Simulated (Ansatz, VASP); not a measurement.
# Two plane-wave programs on C

The input INCAR:

```
PREC     = Accurate       # precision mode
ENCUT    = 520            # plane-wave cutoff, eV
EDIFF    = 1E-6           # SCF threshold, eV
ISMEAR   = 0              # smearing method
SIGMA    = 0.05           # smearing width, eV
LREAL    = False          # projectors in reciprocal space
LASPH    = True           # aspherical terms in the spheres
NELM     = 100            # most SCF steps
ALGO     = Normal         # electronic algorithm
ISIF     = 2              # what is computed and relaxed
LWAVE    = False          # write WAVECAR
LCHARG   = False          # write CHGCAR
GGA      = CA             # functional
NBANDS   = 11             # bands
```

KPOINTS

```
regular mesh
0
Gamma
  12 12 12
```

POSCAR

```
C
1.0
    0.2237658205      1.9020094744      1.9020094744
    1.9020094744      0.2237658205      1.9020094744
    1.9020094744      1.9020094744      0.2237658205
C
2
Direct
    0.5000000000      0.5000000000      0.5000000000
    0.7500000000      0.7500000000      0.7500000000
```

Input for Ansatz:

```yaml
crystal:
  lattice:
    - [0.2237658205, 1.9020094744, 1.9020094744]
    - [1.9020094744, 0.2237658205, 1.9020094744]
    - [1.9020094744, 1.9020094744, 0.2237658205]
  atoms:
    - { symbol: C, position: [0.5, 0.5, 0.5] }
    - { symbol: C, position: [0.75, 0.75, 0.75] }
basis:
  ecutwfc: 420
kpoints:
  mp_grid: { grid: [12, 12, 12] }
hamiltonian:
  xc: lda
scf:
  occupations: { method: gaussian, width: 0.05 }
output:
  forces: true
  stress: true
  eigenvalues: true
```

Alike in both runs: task single point; functional LDA; k mesh 12 × 12 × 12; occupations gaussian, width 0.05 eV; no spin polarisation.

|  | VASP | Ansatz |
| --- | --- | --- |
| version | VASP 6.6.1 | Ansatz 0.2.0 |
| potentials or method | VASP PAW LDA potentials, release 64 (C), cutoff 520 eV | scalar-relativistic, plane waves, PAW |
| valence electrons in the cell | 8 | 8 |

```tsv
	VASP	Ansatz	Ansatz less VASP
gap on the k mesh at the Fermi level (eV)	0.61	0.61	-0.003
least direct gap on the mesh (eV)	0.61	0.61	-0.003
pressure (GPa)	4.9	3.3	-1.61
traceless stress, the component that is largest in VASP (GPa)	-61.44	-61.20	+0.242
rms of the force components (eV/Å)	0.603	0.632	+0.0288
```

LDA's correlation is that of Perdew and Zunger in VASP and of Perdew and Wang (1992) in Ansatz. Atom by atom the forces differ by 0.029 eV/Å (rms over components).
